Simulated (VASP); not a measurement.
Input of a VASP 6.6.1 run:

File INCAR:

```
SYSTEM = SiC20
PREC = Accurate ; ENCUT = 520
EDIFF = 1E-7 ; ISMEAR = 0
SIGMA = 0.1 ; LREAL = Auto
LASPH = .TRUE. ; NELM = 60
ALGO = Normal ; ISIF = 2
LWAVE = .FALSE. ; LCHARG = .FALSE.
LDIPOL = .TRUE. ; IDIPOL = 3
DIPOL = 0.5 0.5 0.323 ; GGA = CA
NBANDS = 58
```

Contents of KPOINTS:

```
regular mesh
0
G
  4 3 1
  0 0 0
```

Contents of POSCAR:

```
SiC20
1.0
    8.4678362259      0.0000000000      0.0000000000
   -2.1169590565      8.6125407578      0.0000000000
    0.0000000000      0.0000000000     20.2388522190
C Si
20 1
Direct
    0.0782985465      0.9798608525      0.1976396664
    0.5782985464      0.9798608525      0.1976396664
    0.4116318798      0.9798608525      0.1976396664
    0.9116318798      0.9798608525      0.1976396664
    0.3232637596      0.9597217051      0.2574185988
    0.8232637596      0.9597217051      0.2574185988
    0.1565970930      0.9597217051      0.2574185988
    0.6565970930      0.9597217051      0.2574185988
    0.0672158667      0.9395274142      0.3171015104
    0.5672158667      0.9395274142      0.3171015104
    0.4025481500      0.9395274607      0.3171013842
    0.9025481500      0.9395274607      0.3171013842
    0.3115631202      0.9192172007      0.3770359519
    0.8115631202      0.9192172007      0.3770359519
    0.1480469498      0.9192171170      0.3770361882
    0.6480469498      0.9192171170      0.3770361882
    0.0480834488      0.9006588100      0.4317859592
    0.5480834488      0.9006588100      0.4317859592
    0.4022483205      0.9006591698      0.4317856780
    0.9022483205      0.9006591698      0.4317856780
    0.4230834488      1.6506588100      0.4538603742
```

Potentials or basis: VASP PAW LDA potentials, release 64 (C, Si).

Command:

```console
$ cat potpaw_LDA.64/C/POTCAR potpaw_LDA.64/Si/POTCAR > POTCAR
$ mpirun -np 1 vasp_std > vasp.out
```

Problem. What does it give for the band gap on the k mesh?

Solution. 0.08 eV.

Problem. Predict the largest force.

Solution. 7.085 eV/Å.

Forces on the atoms (eV/Å):
```
C   -6.998 -0.172  1.090
C   -6.796 -0.164  1.082
C    6.797 -0.198  1.084
C    6.990 -0.153  1.102
C   -0.415  0.205 -1.204
C   -0.400  0.169 -1.145
C    0.401  0.170 -1.136
C    0.411  0.184 -1.202
C   -0.004  0.025 -0.111
C    0.515  0.099 -0.016
C   -0.498  0.109  0.006
C    0.007  0.008 -0.104
C   -0.276  0.784 -1.167
C   -0.446 -0.021 -0.039
C    0.459 -0.022 -0.042
C    0.301  0.821 -1.266
C    0.131 -0.079  0.309
C    5.301 -2.728  1.235
C   -5.224 -2.606  1.219
C   -0.136 -0.091  0.303
Si  -0.121  3.662  0.005
```
